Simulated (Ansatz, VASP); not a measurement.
Two plane-wave programs on ZnS

Contents of INCAR:

```
  ALGO = Normal
  EDIFF = 1E-8
  ENCUT = 520
  GGA = PE
  ISIF = 2
  ISMEAR = 0
  LASPH = True
  LCHARG = False
  LEFG = True
  LREAL = False
  LWAVE = False
  NBANDS = 26
  NELM = 80
  PREC = Accurate
  SIGMA = 0.05
```

File KPOINTS:

```
k-points
0
Gamma
  8 8 4
```

The input POSCAR:

```
ZnS
1.0
    3.8458156461      0.0000000000      0.0000000000
   -1.9229078231      3.3305740478      0.0000000000
    0.0000000000      0.0000000000      6.3039698350
Zn S
2 2
Direct
    0.3333333333      0.6666666667      0.0052008606
    0.6666666667      0.3333333333      0.5052008606
    0.3333333333      0.6666666667      0.3797991394
    0.6666666667      0.3333333333      0.8797991394
```

Input for Ansatz:

```yaml
crystal:
  lattice:
    - [3.8458156461, 0.0, 0.0]
    - [-1.9229078231, 3.3305740478, 0.0]
    - [0.0, 0.0, 6.303969835]
  atoms:
    - { symbol: Zn, position: [0.3333333333, 0.6666666667, 0.0052008606] }
    - { symbol: Zn, position: [0.6666666667, 0.3333333333, 0.5052008606] }
    - { symbol: S, position: [0.3333333333, 0.6666666667, 0.3797991394] }
    - { symbol: S, position: [0.6666666667, 0.3333333333, 0.8797991394] }
basis:
  ecutwfc: 420
  ecutrho_ratio: 4
kpoints:
  mp_grid: { grid: [8, 8, 4] }
hamiltonian:
  xc: pbe
  pseudopotentials: { kind: paw, frozen_core: stored }
scf:
  occupations: { method: gaussian, width: 0.05 }
output:
  forces: true
  stress: true
  eigenvalues: true
  efg:
    contact_densities: true
    quadrupole_moments_barn: { S: -0.0694, Zn: 0.122 }
```

Alike in both runs: task electric field gradients; functional PBE; k mesh 8 × 8 × 4; occupations gaussian, width 0.05 eV; no spin polarisation.

|  | VASP | Ansatz |
| --- | --- | --- |
| version | VASP 6.6.1 | Ansatz 0.2.0 |
| potentials or method | VASP PAW PBE potentials, release 64 (Zn, S), cutoff 520 eV | scalar-relativistic, plane waves, PAW |
| valence electrons in the cell | 36 | 36 |

VASP gave:

- gap on the k mesh at the Fermi level (eV): 2.08
- least direct gap on the mesh (eV): 2.08
- pressure (GPa): 0.1
- size of Vzz on the site where it differs most (V/Å²): 2.5

**Question.** Which values does Ansatz return?

**Answer.** gap on the k mesh at the Fermi level (eV): 2.08; least direct gap on the mesh (eV): 2.08; pressure (GPa): 0.0; size of Vzz on the site where it differs most (V/Å²): 2.4.
